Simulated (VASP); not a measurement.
ZrC: single point with PBE

ZrC:

```
Zr C
1.0
     3.22861    0.01003    0.00564
    -1.60562    2.81678    0.02073
     0.00507    0.02446    2.94339
Zr C
1 1
Direct
  0.96018 0.97482 0.98584
  0.70649 0.35852 0.51416
```

This cell differs from its parent crystal: atoms moved at random and the cell strained at random.

```
Program                : VASP 6.6.1
Task                   : single point
Functional             : PBE
Potentials or basis    : VASP PAW PBE potentials, release 64 (Zr_sv, C)
Cutoff                 : 520 eV
k mesh                 : 12 × 12 × 12
Occupations            : gaussian, width 0.05 eV
Spin                   : no spin polarisation
Dipole correction      : no
Further INCAR settings : ALGO = Normal; EDIFF = 1e-07; NBANDS = 15
```

```json
{
 "Pressure": "6.4 GPa",
 "Largest force": "0.783 eV/Å",
 "Band gap on the k mesh": "zero (band 8 reaches 9.70 eV, above the bottom of band 9 at 8.89 eV)"
}
```

Forces in eV/Å, atoms in the order of the input:
```
Zr   0.485  0.596  0.152
C   -0.485 -0.596 -0.152
```

Stress tensor (GPa, compression positive):
```
 3.51 -3.86  1.04
-3.86  6.48  0.79
 1.04  0.79  9.25
```

Levels at points of the mesh, in eV from the Fermi level:
```
           k point  band 6  band 7  band 8  band 9  band 10  band 11
(0.00, 0.00, 0.00)   -2.00   -1.38   -1.26    1.58     4.43     4.89
(0.50, 0.00, 0.00)   -3.96   -1.03   -0.14    0.25     4.47     5.49
(0.00, 0.50, 0.00)   -4.43   -1.62   -1.10    1.01     4.64     4.94
(0.50, 0.50, 0.00)   -4.32   -1.71   -1.04    1.12     4.49     4.95
(0.00, 0.00, 0.50)   -5.11   -1.64    0.44    1.45     1.75     3.28
(0.50, 0.00, 0.50)   -4.13   -2.87   -2.81    2.61     5.41     6.41
(0.00, 0.50, 0.50)   -3.35   -2.00   -1.74    1.50     5.39     5.97
(0.50, 0.50, 0.50)   -3.45   -2.18   -1.86    1.68     5.39     5.75
```

Wall time 3.2 min on 1 thread of Intel(R) Xeon(R) 6975P-C (Granite Rapids), with other jobs on the host, peak memory 0.44 GiB.

Caveat: the cell differs from its parent crystal (atoms moved at random and the cell strained at random).
